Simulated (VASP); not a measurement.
# Ga7As (P4/mmm) in VASP: single point with PBE

Aim: the single point of Ga7As with PBE.

Everything below comes from runs of VASP 6.6.1. Logs are shortened: lines on timing, memory, paths and dates and some standing lists are left out, and cuts for length are marked.

## 1. The cell of the first run

Symmetry: P4/mmm, No. 123, tetragonal system. Conventional cell: a = 4.418 Å, b = 4.418 Å, c = 7.910 Å, α = 90.00°, β = 90.00°, γ = 90.00°. Within 4.0 Å of Ga (site symmetry 4/mmm) lie 12 Ga at 2.98 to 3.12 Å and 2 As at 3.96 Å. Ga (site symmetry 4/mmm) has 14 Ga at 2.98 to 3.96 Å within 4.0 Å. Ga (site symmetry 2mm) has 12 Ga at 2.95 to 3.99 Å and 2 As at 2.95 Å within 4.0 Å. Ga (site symmetry 4/mmm) has 10 Ga at 2.95 to 3.96 Å and 4 As at 3.12 Å within 4.0 Å. Within 4.0 Å of As (site symmetry 4/mmm) lie 14 Ga at 2.95 to 3.96 Å.

## 2. Single point, PBE

INCAR

```
SYSTEM = Ga7As
ALGO = Normal
EDIFF = 1E-6
ENCUT = 500
GGA = PE
GGA_COMPAT = .FALSE.
ISIF = 2
ISMEAR = 0
LASPH = .TRUE.
LCHARG = .TRUE.
LELF = .TRUE.
LREAL = .FALSE.
LVHAR = .TRUE.
LWAVE = .FALSE.
NBANDS = 58
NELM = 120
PREC = Accurate
SIGMA = 0.1
```

KPOINTS

```
k-points
0
G
  8 8 4
  0 0 0
```

POSCAR

```
Ga7As
1.0
    4.4177161732      0.0000000000      0.0000000000
    0.0000000000      4.4177161732      0.0000000000
    0.0000000000      0.0000000000      7.9101762610
Ga As
7 1
Direct
    1.0000000000      1.0000000000      0.5000000000
    0.5000000000      0.5000000000      0.5000000000
    0.0000000000      0.5000000000      0.2478101209
    0.5000000000      0.0000000000      0.2478101209
    0.5000000000      0.5000000000      1.0000000000
    0.0000000000      0.5000000000      0.7521898791
    0.5000000000      0.0000000000      0.7521898791
    0.0000000000      0.0000000000      1.0000000000
```

Potentials or basis: VASP PAW PBE potentials, release 64 (Ga_d, As).

Command:

```sh
$ cat potpaw_PBE.64/Ga_d/POTCAR potpaw_PBE.64/As/POTCAR > POTCAR
$ mpirun -np 1 vasp_std > vasp.out
```

OUTCAR:

```text
SYSTEM = Ga7As
   EDIFF = 1E-6
   ENCUT = 500
   GGA = PE
   ISIF = 2
   ISMEAR = 0
   LASPH = .TRUE.
   LREAL = .FALSE.
   NELM = 120
   PREC = Accurate

 ion  position               nearest neighbor table
   1  0.000  0.000  0.500-
   2  0.500  0.500  0.500-
   3  0.000  0.500  0.248-
   4  0.500  0.000  0.248-
   5  0.500  0.500  0.000-
   6  0.000  0.500  0.752-
   7  0.500  0.000  0.752-
   8  0.000  0.000  0.000-

  LATTYP: Found a simple tetragonal cell.
 ALAT       =     4.4177161732
 C/A-ratio  =     1.7905578246

  Lattice vectors:

 A1 = (   4.4177161732,   0.0000000000,   0.0000000000)
 A2 = (   0.0000000000,   4.4177161732,   0.0000000000)
 A3 = (   0.0000000000,   0.0000000000,   7.9101762610)

Analysis of symmetry for initial positions (statically):
=====================================================================
 Subroutine PRICEL returns:
 Original cell was already a primitive cell.

 Routine SETGRP: Setting up the symmetry group for a
 simple tetragonal supercell.

 Subroutine GETGRP returns: Found 16 space group operations
 (whereof 16 operations were pure point group operations)
 out of a pool of 16 trial point group operations.

The static configuration has the point symmetry D_4h.

Analysis of symmetry for dynamics (positions and initial velocities):
=====================================================================
 Subroutine PRICEL returns:
 Original cell was already a primitive cell.

 Routine SETGRP: Setting up the symmetry group for a
 simple tetragonal supercell.

 Subroutine GETGRP returns: Found 16 space group operations
 (whereof 16 operations were pure point group operations)
 out of a pool of 16 trial point group operations.

The dynamic configuration has the point symmetry D_4h.

 Subroutine INISYM returns: Found 16 space group operations
 (whereof 16 operations are pure point group operations),
 and found     1 'primitive' translations

----------------------------------------------------------------------------------------

                                     Primitive cell

  volume of cell :     154.3767

  direct lattice vectors                    reciprocal lattice vectors
     4.417716173  0.000000000  0.000000000     0.226361305  0.000000000  0.000000000
     0.000000000  4.417716173  0.000000000     0.000000000  0.226361305  0.000000000
     0.000000000  0.000000000  7.910176261     0.000000000  0.000000000  0.126419433

  length of vectors
     4.417716173  4.417716173  7.910176261     0.226361305  0.226361305  0.126419433

  position of ions in fractional coordinates (direct lattice)
     0.000000000  0.000000000  0.500000000
     0.500000000  0.500000000  0.500000000
     0.000000000  0.500000000  0.247810121
     0.500000000  0.000000000  0.247810121
     0.500000000  0.500000000  0.000000000
     0.000000000  0.500000000  0.752189879
     0.500000000  0.000000000  0.752189879
     0.000000000  0.000000000  0.000000000

  ion indices of the primitive-cell ions
   primitive index   ion index
                 1           1
                 2           2
                 3           3
                 4           4
                 5           5
                 6           6
                 7           7
                 8           8

----------------------------------------------------------------------------------------

 KPOINTS: k-points

Automatic generation of k-mesh.
 Grid dimensions read from file:
 generate k-points for:    8    8    4

 Generating k-lattice:

  Cartesian coordinates                     Fractional coordinates (reciprocal lattice)
     0.028295163  0.000000000  0.000000000     0.125000000  0.000000000  0.000000000
     0.000000000  0.028295163  0.000000000     0.000000000  0.125000000  0.000000000
     0.000000000  0.000000000  0.031604858     0.000000000  0.000000000  0.250000000

  Length of vectors
     0.028295163  0.028295163  0.031604858

  Shift w.r.t. Gamma in fractional coordinates (k-lattice)
     0.000000000  0.000000000  0.000000000

 Subroutine IBZKPT returns following result:
 ===========================================

 Found     45 irreducible k-points:

 Following reciprocal coordinates:
            Coordinates               Weight
  0.000000  0.000000  0.000000      1.000000
  0.125000  0.000000  0.000000      4.000000
  0.250000  0.000000  0.000000      4.000000
  0.375000  0.000000  0.000000      4.000000
  0.500000  0.000000  0.000000      2.000000
  0.125000  0.125000  0.000000      4.000000
[... 16 lines left out ...]
  0.375000  0.125000  0.250000     16.000000
  0.500000  0.125000  0.250000      8.000000
 [... further k-points ...]
   k-points           NKPTS =     45   k-points in BZ     NKDIM =     45   number of bands    NBANDS=     58
   number of dos      NEDOS =    301   number of ions     NIONS =      8
   total plane-waves  NPLWV =  61440
   dimension x,y,z NGX =    32 NGY =   32 NGZ =   60
   dimension x,y,z NGXF=    64 NGYF=   64 NGZF=  120
   ions per type =               7   1
   NGX,Y,Z   is equivalent  to a cutoff of  12.04, 12.04, 12.61 a.u.
   NGXF,Y,Z  is equivalent  to a cutoff of  24.08, 24.08, 25.22 a.u.
 SYSTEM =  Ga7As
   PREC   = accura    normal or accurate (medium, high low for compatibility)
   ISTART =      0    job   : 0-new  1-cont  2-samecut
   ICHARG =      2    charge: 1-file 2-atom 10-const
   ISPIN  =      1    spin polarized calculation?
   LNONCOLLINEAR =      F non collinear calculations
   LSORBIT =      F    spin-orbit coupling
   LASPH  =      T    aspherical Exc in radial PAW
   ENCUT  =  500.0 eV  36.75 Ry    6.06 a.u.   8.05  8.05 14.42*2*pi/ulx,y,z
   NELM   =    120;   NELMIN=  2; NELMDL= -5     # of ELM steps
   EDIFF  = 0.1E-05   stopping-criterion for ELM
   LREAL  =      F    real-space projection
   EDIFFG = 0.1E-04   stopping-criterion for IOM
   NSW    =      0    number of steps for IOM
   IBRION =     -1    ionic relax: 0-MD 1-quasi-New 2-CG
   NFREE  =      0    steps in history (QN), initial steepest desc. (CG)
   ISIF   =      2    stress and relaxation
   ISYM   =      2    0-nonsym 1-usesym 2-fastsym
   POTIM  = 0.5000    time-step for ionic-motion
   TEBEG  =    0.0;   TEEND  =   0.0 temperature during run
   PSTRESS=    0.0 pullay stress
   NELECT =      96.0000    total number of electrons
   NUPDOWN=      -1.0000    fix difference up-down
   EMIN   =  10.00;   EMAX   =-10.00  energy-range for DOS
   EFERMI =   0.00;   METHOD = LEGACY
   ISMEAR =     0;   SIGMA  =   0.10  broadening in eV -4-tet -1-fermi 0-gaus
   EFERMI_NEDOS =   21; number of points for ismear=-14 and -15
   IALGO  =     38    algorithm
   IMIX   =      4    mixing-type and parameters
     AMIX     =   0.40;   BMIX     =  1.00
     AMIX_MAG =   1.60;   BMIX_MAG =  1.00
  volume/ion in A,a.u.               =      19.30       130.22
  Fermi-wavevector in a.u.,A,eV,Ry     =   1.397348  2.640605 26.566492  1.952582
  Thomas-Fermi vector in A             =   2.520613
   LORBIT       =      0    0 simple, 1 ext, 2 COOP (PROOUT), +10 PAW based schemes
   GGA     = PE    functional components
   LHFCALC =     F    Hartree Fock is set to
   AEXX    =    0.0000 exact exchange contribution
   IVDW    =     0    specifies the selected vdW correction
   LEPSILON=     F    determine dielectric tensor
   LRPA    =     F    only Hartree local field effects (RPA)
 non-spin polarized calculation
 Gauss-broadening in eV      SIGMA  =   0.10
  energy-cutoff  :      500.00
  volume of cell :      154.38
 maximum number of plane-waves:      3960
   NGX = 17   NGY = 17   NGZ = 29

 number of electron      95.9999949 magnetization

 Free energy of the ion-electron system (eV)
  ---------------------------------------------------
  ext. energy  EPLUGINS =         0.00000000
  ---------------------------------------------------
  free energy    TOTEN  =       -24.64449454 eV

  energy without entropy =      -24.63165986  energy(sigma->0) =      -24.63807720

 E-fermi :   5.5348     XC(G=0): -10.8776

 val. band max:        5.5292370935   @ k =   0.2500   0.2500   0.0000
 cond. band min:       5.5715856269   @ k =   0.3750   0.0000   0.2500
 fundamental gap:      0.0423485334
 Fermi energy:         5.5348076026

 k-point     1 :       0.0000    0.0000    0.0000
  band No.  band energies     occupation
      1      -9.5459      2.00000
      2      -9.5459      2.00000
      3      -9.5339      2.00000
      4      -9.5312      2.00000
      5      -9.4908      2.00000
      6      -9.4865      2.00000
[... 50 lines left out ...]
     57      10.5687      0.00000
     58      10.6333      0.00000

 k-point     2 :       0.1250    0.0000    0.0000
  band No.  band energies     occupation
      1      -9.5421      2.00000
      2      -9.5348      2.00000
      3      -9.5241      2.00000
      4      -9.5216      2.00000
      5      -9.4835      2.00000
      6      -9.4814      2.00000
[... 50 lines left out ...]
     57      10.0925      0.00000
     58      10.3158      0.00000

 k-point     3 :       0.2500    0.0000    0.0000
  band No.  band energies     occupation
      1      -9.5315      2.00000
      2      -9.5035      2.00000
      3      -9.4960      2.00000
      4      -9.4957      2.00000
      5      -9.4694      2.00000
      6      -9.4646      2.00000
[... 1216 lines left out ...]
      3      -9.4685      2.00000
      4      -9.4631      2.00000
      5      -9.4561      2.00000
      6      -9.4470      2.00000
[... 50 lines left out ...]
     57       9.7812      0.00000
     58       9.8253      0.00000

 k-point    24 :       0.5000    0.1250    0.2500
  band No.  band energies     occupation
      1      -9.4905      2.00000
      2      -9.4842      2.00000
      3      -9.4561      2.00000
      4      -9.4549      2.00000
      5      -9.4433      2.00000
      6      -9.4393      2.00000
[... 50 lines left out ...]
     57       9.7252      0.00000
     58       9.7328      0.00000

 [... further k-points ...]

------------------------ aborting loop because EDIFF is reached ----------------------------------------

  FORCE on cell =-STRESS in cart. coord.  units (eV):
  Direction    XX          YY          ZZ          XY          YZ          ZX
  --------------------------------------------------------------------------------------
  -------------------------------------------------------------------------------------
  Total        0.0385848      0.0385848      0.1090712      0.0000000      0.0000000      0.0000000
  in kB        0.4004471      0.4004471      1.1319801      0.0000000      0.0000000      0.0000000
  external PRESSURE =       0.6442914 kB  Pullay stress =       0.0000000 kB

 VOLUME and BASIS-vectors are now :
 -----------------------------------------------------------------------------
  energy-cutoff  :      500.00
  volume of cell :      154.38
      direct lattice vectors                 reciprocal lattice vectors
     4.417716173  0.000000000  0.000000000     0.226361305  0.000000000  0.000000000
     0.000000000  4.417716173  0.000000000     0.000000000  0.226361305  0.000000000
     0.000000000  0.000000000  7.910176261     0.000000000  0.000000000  0.126419433

 POSITION                                       TOTAL-FORCE (eV/Angst)
 -----------------------------------------------------------------------------------
      0.00000      0.00000      3.95509         0.000000      0.000000      0.000000
      2.20886      2.20886      3.95509         0.000000      0.000000      0.000000
      0.00000      2.20886      1.96022        -0.000000      0.000000      0.001468
      2.20886      0.00000      1.96022         0.000000     -0.000000      0.001468
      2.20886      2.20886      0.00000         0.000000      0.000000      0.000000
      0.00000      2.20886      5.94995         0.000000      0.000000     -0.001468
      2.20886      0.00000      5.94995         0.000000     -0.000000     -0.001468
      0.00000      0.00000      0.00000         0.000000      0.000000      0.000000
 -----------------------------------------------------------------------------------
    total drift:                                0.000000      0.000000     -0.000000

  FREE ENERGIE OF THE ION-ELECTRON SYSTEM (eV)
  ---------------------------------------------------
  free  energy   TOTEN  =       -24.6444945362 eV

  energy  without entropy=      -24.6316598573  energy(sigma->0) =      -24.63807720
```

Run time: 11 min. Hardware: 1 thread of Oxide Virtual Turin-like, shared host; peak memory 0.38 GiB.

What came out:

| Item | Value |
| --- | --- |
| Free energy | -24.6445 eV |
| Pressure | 0.1 GPa |
| Band gap on the k mesh | zero (bands 48 and 49 overlap by 2.38 eV) |

The gap in the log of VASP goes by the Fermi energy; the results here count the filled bands.